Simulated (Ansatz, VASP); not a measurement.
One calculation of Re, two programs

```
CELL_PARAMETERS angstrom
2.74030 0.00000 0.00000
-1.37015 2.37317 0.00000
0.00000 0.00000 4.41161
ATOMIC_POSITIONS crystal
Re 0.33333 0.66667 0.25000
Re 0.66667 0.33333 0.75000
```

Alike in both runs: functional LDA; k mesh 18 × 18 × 10; occupations fermi-dirac, width 0.15 eV; no spin polarisation.

Ansatz relaxed the structure, and its values are those at the end. VASP's run is a single point on that final structure, the one shown.

```csv
,VASP,Ansatz
version,VASP 6.6.1,Ansatz 0.2.0
potentials or method,"VASP PAW LDA potentials, release 64 (Re_sv_GW), cutoff 500 eV","scalar-relativistic, plane waves, PAW"
valence electrons in the cell,30,30
```

Ansatz gave:

| Item | Value |
| --- | --- |
| gap on the k mesh at the Fermi level (eV) | none |
| pressure (GPa) | 0.0 |

Problem. What did VASP give for the same quantities?

Solution. gap on the k mesh at the Fermi level (eV): none; pressure (GPa): -1.0.

LDA's correlation is that of Perdew and Zunger in VASP and of Perdew and Wang (1992) in Ansatz. A gap of «none» marks a metal or a gap that the smearing closes.

Neither program's run includes spin-orbit coupling.
